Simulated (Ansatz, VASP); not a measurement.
AlCo3 in VASP and in Ansatz

File INCAR:

```
SYSTEM = AlCo3
PREC = Accurate
ENCUT = 520
EDIFF = 1E-6
ISMEAR = 0
SIGMA = 0.1
LREAL = .False.
LASPH = .True.
NELM = 150
ALGO = Normal
ISIF = 2
LWAVE = .False.
LCHARG = .False.
ISPIN = 2
MAGMOM = 0 1.45 1.45 1.45
LORBIT = 11
LMAXMIX = 4
GGA = PS
NBANDS = 27
```

KPOINTS

```
regular mesh
0
Gamma
  12 12 12
  0 0 0
```

POSCAR

```
AlCo3
1.0
    3.5642642220      0.0000000000      0.0000000000
    0.0000000000      3.5642642220      0.0000000000
    0.0000000000      0.0000000000      3.5642642220
Al Co
1 3
Direct
    0.0000000000      0.0000000000      0.0000000000
    0.5000000000      0.5000000000      0.0000000000
    0.5000000000      0.0000000000      0.5000000000
    0.0000000000      0.5000000000      0.5000000000
```

Input for Ansatz:

```yaml
crystal:
  lattice:
    - [3.5642640254, 0.0, 0.0]
    - [0.0, 3.5642640254, 0.0]
    - [0.0, 0.0, 3.5642640254]
  atoms:
    - { symbol: Al, position: [0.0, 0.0, 0.0] }
    - { symbol: Co, position: [0.5, 0.5, 0.0], spin: 1.45 }
    - { symbol: Co, position: [0.5, 0.0, 0.5], spin: 1.45 }
    - { symbol: Co, position: [0.0, 0.5, 0.5], spin: 1.45 }
basis:
  ecutwfc: 420
kpoints:
  mp_grid: { grid: [12, 12, 12] }
hamiltonian:
  xc: pbesol
scf:
  occupations: { method: gaussian, width: 0.1 }
output:
  forces: true
  stress: true
  eigenvalues: true
  populations: true
  write_density: true
  write_potential: true
  elf: true
  volumetric_format: npy
magnetization:
  spin_polarized: true
```

Alike in both runs: task single point; functional PBEsol; k mesh 12 × 12 × 12; occupations gaussian, width 0.1 eV; collinear spin.

```csv
,VASP,Ansatz
version,VASP 6.6.1,Ansatz 0.2.0
potentials or method,"VASP PAW PBE potentials, release 64 (Al, Co), cutoff 520 eV","scalar-relativistic, plane waves, PAW"
valence electrons in the cell,30,54
```

```csv
,VASP,Ansatz,Ansatz less VASP
gap on the k mesh at the Fermi level (eV),none,none,-
pressure (GPa),-6.0,-5.8,+0.24
net moment per atom (μB),0.96,0.97,+0.007
size of the moment on the site where the two differ most (μB),1.31,1.34,+0.028
```

VASP's potentials were made for PBE, not for PBEsol. Site moments also hang on the region over which each program counts them. A gap of «none» marks a metal or a gap that the smearing closes. The functional is the same, so the differences come from potentials, cutoffs and numerics. VASP's potentials hold 30 valence electrons a cell and Ansatz's 54, so a difference there can come from the potentials and not from the codes.
